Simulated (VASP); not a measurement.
# Ta (P6/mmm) in VASP: a series of runs

Runs on Ta. Level: revPBE. Tasks: single point.

Everything below comes from runs of VASP 6.6.1. Logs are shortened: lines on timing, memory, paths and dates and some standing lists are left out, and cuts for length are marked.

## Step 1: The cell of the first run

The structure is hexagonal, space group P6/mmm (No. 191). Conventional cell: a = 4.885 Å, b = 4.885 Å, c = 2.743 Å, α = 90.00°, β = 90.00°, γ = 120.00°. Ta (site symmetry 6/mmm) has 14 Ta at 2.74 to 3.14 Å within 3.6 Å. Ta (site symmetry -6m2) has 11 Ta at 2.74 to 3.14 Å within 3.6 Å.

## Step 2: Single point, revPBE

INCAR

```
SYSTEM = Ta
PREC = Accurate
ENCUT = 520
EDIFF = 1E-6
ISMEAR = -1
SIGMA = 0.1
LREAL = .False.
LASPH = .True.
NELM = 80
ALGO = Normal
ISIF = 2
LWAVE = .False.
LCHARG = .False.
GGA = RE
NBANDS = 24
```

KPOINTS

```
Automatic mesh
0
Gamma
  8 8 11
  0 0 0
```

POSCAR

```
Ta
1.0
    4.8846935344      0.0000000000      0.0000000000
   -2.4423467672      4.2302686905      0.0000000000
    0.0000000000      0.0000000000      2.7428828196
Ta
3
Direct
    0.0000000000      1.0000000000      0.0000000000
    0.3333333333      0.6666666667      0.5000000000
    0.6666666667      0.3333333333      0.5000000000
```

Potentials or basis: VASP PAW PBE potentials, release 64 (Ta_pv).

Run with:

```
$ cat potpaw_PBE.64/Ta_pv/POTCAR > POTCAR
$ mpirun -np 1 vasp_std > vasp.out
```

OUTCAR:

```text
SYSTEM = Ta
   PREC = Accurate
   ENCUT = 520
   EDIFF = 1E-6
   ISMEAR = -1
   LREAL = .False.
   LASPH = .True.
   NELM = 80
   ISIF = 2
   GGA = RE

 ion  position               nearest neighbor table
   1  0.000  0.000  0.000-   2 3.14   3 3.14   2 3.14   3 3.14   3 3.14   3 3.14   2 3.14   2 3.14
                             3 3.14   3 3.14   2 3.14   2 3.14
   2  0.333  0.667  0.500-   3 2.82   3 2.82   3 2.82   1 3.14   1 3.14   1 3.14   1 3.14   1 3.14
                             1 3.14
   3  0.667  0.333  0.500-   2 2.82   2 2.82   2 2.82   1 3.14   1 3.14   1 3.14   1 3.14   1 3.14
                             1 3.14

  LATTYP: Found a hexagonal cell.
 ALAT       =     4.8846935344
 C/A-ratio  =     0.5615260815

  Lattice vectors:

 A1 = (   4.8846935344,   0.0000000000,   0.0000000000)
 A2 = (  -2.4423467672,   4.2302686905,   0.0000000000)
 A3 = (   0.0000000000,   0.0000000000,   2.7428828196)

Analysis of symmetry for initial positions (statically):
=====================================================================
 Subroutine PRICEL returns:
 Original cell was already a primitive cell.

 Routine SETGRP: Setting up the symmetry group for a
 hexagonal supercell.

 Subroutine GETGRP returns: Found 24 space group operations
 (whereof 24 operations were pure point group operations)
 out of a pool of 24 trial point group operations.

The static configuration has the point symmetry D_6h.

Analysis of symmetry for dynamics (positions and initial velocities):
=====================================================================
 Subroutine PRICEL returns:
 Original cell was already a primitive cell.

 Routine SETGRP: Setting up the symmetry group for a
 hexagonal supercell.

 Subroutine GETGRP returns: Found 24 space group operations
 (whereof 24 operations were pure point group operations)
 out of a pool of 24 trial point group operations.

The dynamic configuration has the point symmetry D_6h.

 Subroutine INISYM returns: Found 24 space group operations
 (whereof 24 operations are pure point group operations),
 and found     1 'primitive' translations

----------------------------------------------------------------------------------------

                                     Primitive cell

  volume of cell :      56.6777

  direct lattice vectors                    reciprocal lattice vectors
[... 80 lines left out ...]
   PREC   = accura    normal or accurate (medium, high low for compatibility)
   ISTART =      0    job   : 0-new  1-cont  2-samecut
   ICHARG =      2    charge: 1-file 2-atom 10-const
   ISPIN  =      1    spin polarized calculation?
   LNONCOLLINEAR =      F non collinear calculations
   LSORBIT =      F    spin-orbit coupling
   LASPH  =      T    aspherical Exc in radial PAW
   ENCUT  =  520.0 eV  38.22 Ry    6.18 a.u.   9.08  9.08  5.10*2*pi/ulx,y,z
   NELM   =     80;   NELMIN=  2; NELMDL= -5     # of ELM steps
   EDIFF  = 0.1E-05   stopping-criterion for ELM
   LREAL  =      F    real-space projection
   EDIFFG = 0.1E-04   stopping-criterion for IOM
   NSW    =      0    number of steps for IOM
   IBRION =     -1    ionic relax: 0-MD 1-quasi-New 2-CG
   NFREE  =      0    steps in history (QN), initial steepest desc. (CG)
   ISIF   =      2    stress and relaxation
   ISYM   =      2    0-nonsym 1-usesym 2-fastsym
   POTIM  = 0.5000    time-step for ionic-motion
   TEBEG  =    0.0;   TEEND  =   0.0 temperature during run
   PSTRESS=    0.0 pullay stress
   NELECT =      33.0000    total number of electrons
   NUPDOWN=      -1.0000    fix difference up-down
   EMIN   =  10.00;   EMAX   =-10.00  energy-range for DOS
   EFERMI =   0.00;   METHOD = LEGACY
   ISMEAR =    -1;   SIGMA  =   0.10  broadening in eV -4-tet -1-fermi 0-gaus
   EFERMI_NEDOS =   21; number of points for ismear=-14 and -15
   IALGO  =     38    algorithm
   IMIX   =      4    mixing-type and parameters
     AMIX     =   0.40;   BMIX     =  1.00
     AMIX_MAG =   1.60;   BMIX_MAG =  1.00
  volume/ion in A,a.u.               =      18.89       127.49
  Fermi-wavevector in a.u.,A,eV,Ry     =   1.367021  2.583296 25.425852  1.868747
  Thomas-Fermi vector in A             =   2.493111
   LORBIT       =      0    0 simple, 1 ext, 2 COOP (PROOUT), +10 PAW based schemes
   GGA     = RE    functional components
   LHFCALC =     F    Hartree Fock is set to
   AEXX    =    0.0000 exact exchange contribution
   IVDW    =     0    specifies the selected vdW correction
   LEPSILON=     F    determine dielectric tensor
   LRPA    =     F    only Hartree local field effects (RPA)
 non-spin polarized calculation
  energy-cutoff  :      520.00
  volume of cell :       56.68
 maximum number of plane-waves:      1542
   NGX = 19   NGY = 19   NGZ = 11

 number of electron      33.0000008 magnetization

 Free energy of the ion-electron system (eV)
  ---------------------------------------------------
  ext. energy  EPLUGINS =         0.00000000
  ---------------------------------------------------
  free energy    TOTEN  =       -33.62091687 eV

  energy without entropy =      -33.50984301  energy(sigma->0) =      -33.56537994

 E-fermi :   5.4726     XC(G=0): -12.3225

 val. band max:        5.4697438249   @ k =   0.3750   0.1250   0.0909
 cond. band min:       5.4737844744   @ k =   0.3750  -0.0000   0.0909
 fundamental gap:      0.0040406495
 Fermi energy:         5.4726432327

 k-point     1 :       0.0000    0.0000    0.0000
  band No.  band energies     occupation
      1     -28.9245      2.00000
      2     -28.9245      2.00000
      3     -28.7497      2.00000
      4     -28.7497      2.00000
      5     -28.1788      2.00000
      6     -28.1788      2.00000
[... 637 lines left out ...]
     23       9.6714      0.00000
     24       9.7526      0.00000

 [... further k-points ...]
[... 5 lines left out ...]
  --------------------------------------------------------------------------------------
  -------------------------------------------------------------------------------------
  Total        0.0330015      0.0330015      0.0329749      0.0000000      0.0000000      0.0000000
  in kB        0.9328923      0.9328923      0.9321415      0.0000000      0.0000000      0.0000000
  external PRESSURE =       0.9326421 kB  Pullay stress =       0.0000000 kB

 VOLUME and BASIS-vectors are now :
 -----------------------------------------------------------------------------
  energy-cutoff  :      520.00
  volume of cell :       56.68
      direct lattice vectors                 reciprocal lattice vectors
     4.884693534  0.000000000  0.000000000     0.204721134  0.118195802  0.000000000
    -2.442346767  4.230268690  0.000000000     0.000000000  0.236391604  0.000000000
     0.000000000  0.000000000  2.742882820     0.000000000  0.000000000  0.364579920

 POSITION                                       TOTAL-FORCE (eV/Angst)
 -----------------------------------------------------------------------------------
      0.00000      0.00000      0.00000        -0.000000      0.000000     -0.000000
     -0.00000      2.82018      1.37144        -0.000000      0.000000      0.000000
      2.44235      1.41009      1.37144         0.000000     -0.000000     -0.000000
 -----------------------------------------------------------------------------------
    total drift:                                0.000000      0.000000     -0.000000

  FREE ENERGIE OF THE ION-ELECTRON SYSTEM (eV)
  ---------------------------------------------------
  free  energy   TOTEN  =       -33.6209168712 eV

  energy  without entropy=      -33.5098430051  energy(sigma->0) =      -33.56537994
```

stdout:

```text
POSCAR found type information on POSCAR Ta
 POSCAR found :  1 types and       3 ions
 scaLAPACK will be used
 -----------------------------------------------------------------------------
|                                                                             |
|                                                                             |
|     You enforced a specific xc type in the INCAR file but a different       |
|     I HOPE YOU KNOW WHAT YOU ARE DOING!                                     |
|                                                                             |
 -----------------------------------------------------------------------------

 LDA part: xc-table for (Slater+PW92), standard interpolation
 POSCAR, INCAR and KPOINTS ok, starting setup
 FFT: planning ... GRIDC
 FFT: planning ... GRID_SOFT
 FFT: planning ... GRID
 WAVECAR not read
 entering main loop
```

Run time: 42 s. Hardware: 1 thread of Intel Xeon 6975P-C, shared host; peak memory 0.21 GiB.

What came out:

| Property | Result |
| --- | --- |
| Free energy | -33.6209 eV |
| Pressure | 0.1 GPa |

Caveat: the PAW data sets were made with another functional, which shifts forces and pressure a little; spin-orbit coupling is left out, which moves the levels of the heavy elements.

## Step 3: Single point, revPBE (volume scaled by 0.88)

INCAR

```
  PREC = Accurate
  ENCUT = 520
  EDIFF = 1E-6
  ISMEAR = -1
  SIGMA = 0.1
  LREAL = F
  LASPH = T
  NELM = 60
  ALGO = Normal
  ISIF = 2
  LWAVE = F
  LCHARG = T
  GGA = RE
  LELF = T
  LVHAR = T
  NBANDS = 24
```

KPOINTS

```
Automatic mesh
0
Gamma
  9 9 13
```

POSCAR

```
Ta
1.0
    4.6809235193      0.0000000000      0.0000000000
   -2.3404617596      4.0537986809      0.0000000000
    0.0000000000      0.0000000000      2.6284606415
Ta
3
Direct
    0.0000000000      1.0000000000      0.0000000000
    0.3333333333      0.6666666667      0.5000000000
    0.6666666667      0.3333333333      0.5000000000
```

Potentials or basis: VASP PAW PBE potentials, release 64 (Ta_pv).

Run with:

```
$ cat potpaw_PBE.64/Ta_pv/POTCAR > POTCAR
$ mpirun -np 1 vasp_std > vasp.out
```

Run time: 63 s. Hardware: 1 thread of Intel Xeon 6975P-C, shared host; peak memory 0.22 GiB.

It converged, with:

```yaml
Free_energy: -33.0633 eV
Pressure: 29.4 GPa
```

Stress tensor (GPa, compression positive):
```
28.47  0.00  0.00
 0.00 28.47  0.00
 0.00  0.00 31.19
```

Levels at points of the mesh, in eV from the Fermi level:
```tsv
k point	band 14	band 15	band 16	band 17	band 18	band 19	band 20	band 21
(0.00, 0.00, 0.00)	-1.50	-1.48	-1.48	-0.80	1.05	1.05	3.63	3.63
```

Caveat: the PAW data sets were made with another functional, which shifts forces and pressure a little; spin-orbit coupling is left out, which moves the levels of the heavy elements.

## Step 4: Single point, revPBE (volume scaled by 0.92)

INCAR

```
  PREC = Accurate
  ENCUT = 520
  EDIFF = 1E-7
  ISMEAR = -1
  SIGMA = 0.1
  LREAL = False
  LASPH = True
  NELM = 100
  ALGO = Normal
  ISIF = 2
  LWAVE = False
  LCHARG = True
  GGA = RE
  LELF = True
  LVHAR = True
  NBANDS = 24
```

KPOINTS is that of step 3.

POSCAR

```
Ta
1.0
    4.7507983511      0.0000000000      0.0000000000
   -2.3753991755      4.1143120603      0.0000000000
    0.0000000000      0.0000000000      2.6676971820
Ta
3
Direct
    0.0000000000      1.0000000000      0.0000000000
    0.3333333333      0.6666666667      0.5000000000
    0.6666666667      0.3333333333      0.5000000000
```

Run with:

```
$ cat potpaw_PBE.64/Ta_pv/POTCAR > POTCAR
$ mpirun -np 1 vasp_std > vasp.out
```

It took 63 s on 1 thread of Intel Xeon 6975P-C, shared host; peak memory 0.22 GiB.

It converged, with:

- Free energy: -33.3943 eV
- Pressure: 17.7 GPa

Stress tensor (GPa, compression positive):
```
17.15  0.00  0.00
 0.00 17.15  0.00
 0.00  0.00 18.71
```

Levels at points of the mesh, in eV from the Fermi level:
```tsv
k point	band 15	band 16	band 17	band 18	band 19	band 20
(0.00, 0.00, 0.00)	-1.47	-1.47	-0.74	1.04	1.04	3.49
```

Caveat: the PAW data sets were made with another functional, which shifts forces and pressure a little; spin-orbit coupling is left out, which moves the levels of the heavy elements.

## Step 5: Summary

| cell | k mesh | gap on the mesh (eV) | pressure (GPa) |
| --- | --- | --- | --- |
| a = 4.885, b = 4.885, c = 2.743 Å, angles 90.0, 90.0, 120.0°, 3 atoms | 8 × 8 × 11 | none | 0.1 |
| a = 4.681, b = 4.681, c = 2.628 Å, angles 90.0, 90.0, 120.0°, 3 atoms | 9 × 9 × 13 | none | 29.4 |
| a = 4.751, b = 4.751, c = 2.668 Å, angles 90.0, 90.0, 120.0°, 3 atoms | 9 × 9 × 13 | none | 17.7 |

Alike in all rows: task single point; level revPBE; potentials or basis VASP PAW PBE potentials, release 64 (Ta_pv); no spin polarisation; cutoff (eV) 520; smearing fermi-dirac 0.1 eV.

Caveats: the PAW data sets were made with another functional, which shifts forces and pressure a little; spin-orbit coupling is left out, which moves the levels of the heavy elements.

Absolute energies hang on the potentials; compare differences alone.
